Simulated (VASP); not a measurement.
A run of VASP 6.6.1:

File POSCAR:

```
ZnCu
1.0
    2.9450000000      0.0000000000      0.0000000000
    0.0000000000      2.9450000000      0.0000000000
    0.0000000000      0.0000000000      2.9450000000
Zn Cu
1 1
Direct
    0.5000000000      0.5000000000      0.5000000000
    0.0196044234      0.0196044234      0.0196044234
```

File INCAR.step1:

```
  ALGO = Normal
  EDIFF = 1E-4
  ENCUT = 520
  GGA = PE
  ISMEAR = 0
  LASPH = True
  LCHARG = False
  LREAL = False
  LWAVE = True
  NBANDS = 18
  NELM = 60
  PREC = Accurate
  SIGMA = 0.15
```

The input INCAR.step2:

```
  ALGO = Normal
  EDIFF = 1E-7
  ENCUT = 520
  ISIF = 2
  ISMEAR = 0
  ISTART = 1
  LASPH = True
  LCHARG = False
  LMIXTAU = True
  LREAL = False
  LWAVE = False
  METAGGA = R2SCAN
  NBANDS = 18
  NELM = 60
  PREC = Accurate
  SIGMA = 0.15
```

The input KPOINTS:

```
k-points
0
Gamma
  16 16 16
```

Potentials or basis: VASP PAW PBE potentials, release 64 (Zn, Cu).

Run with:

```sh
$ cat potpaw_PBE.64/Zn/POTCAR potpaw_PBE.64/Cu/POTCAR > POTCAR
$ cp INCAR.step1 INCAR
$ mpirun -np 1 vasp_std > vasp.out
$ cp INCAR.step2 INCAR
$ mpirun -np 1 vasp_std > vasp.out
```

Hardware: 1 thread of Intel Xeon 8259CL (shared host).

Task: Estimate the wall time of this run.

Result: It took 20 min on 1 thread of Intel Xeon 8259CL, on a shared host, peak memory 0.28 GiB. Counts: k points 417.
